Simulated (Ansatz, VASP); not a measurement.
**MgO: VASP beside Ansatz**

```
Mg O
1.0
     2.10760   -2.10760    0.00000
     2.10760    0.00000   -2.10760
     8.70757    8.28605    7.86453
Mg O
6 6
Direct
  0.00000 0.92369 0.38153
  0.33333 0.29094 0.21196
  0.66667 0.55645 0.55110
  0.00000 0.82195 0.89024
  0.33333 0.18920 0.72067
  0.66667 0.65819 0.04239
  0.66667 0.60732 0.29675
  0.00000 0.97456 0.12718
  0.33333 0.24007 0.46632
  0.66667 0.50558 0.80546
  0.00000 0.87282 0.63589
  0.33333 0.13833 0.97503
```

Alike in both runs: task single point; functional PBEsol; k mesh 9 × 9 × 2; occupations gaussian, width 0.05 eV; no spin polarisation.

|  | VASP | Ansatz |
| --- | --- | --- |
| version | VASP 6.6.1 | Ansatz 0.2.0 |
| potentials or method | VASP PAW PBE potentials, release 64 (Mg, O), cutoff 520 eV | scalar-relativistic, plane waves, PAW |
| valence electrons in the cell | 48 | 96 |

|  | VASP | Ansatz | Ansatz less VASP |
| --- | --- | --- | --- |
| gap on the k mesh at the Fermi level (eV) | 4.10 | 4.13 | +0.025 |
| least direct gap on the mesh (eV) | 4.10 | 4.13 | +0.025 |
| pressure (GPa) | 9.4 | 9.5 | +0.12 |
| traceless stress, the component that is largest in VASP (GPa) | 14.48 | 13.71 | -0.773 |
| rms of the force components (eV/Å) | 2.751 | 2.616 | -0.1354 |

VASP's potentials were made for PBE, not for PBEsol, and Ansatz warns of the same on its side. Atom by atom the forces differ by 0.136 eV/Å (rms over components). VASP's potentials hold 48 valence electrons a cell and Ansatz's 96, so a difference there can come from the potentials and not from the codes.
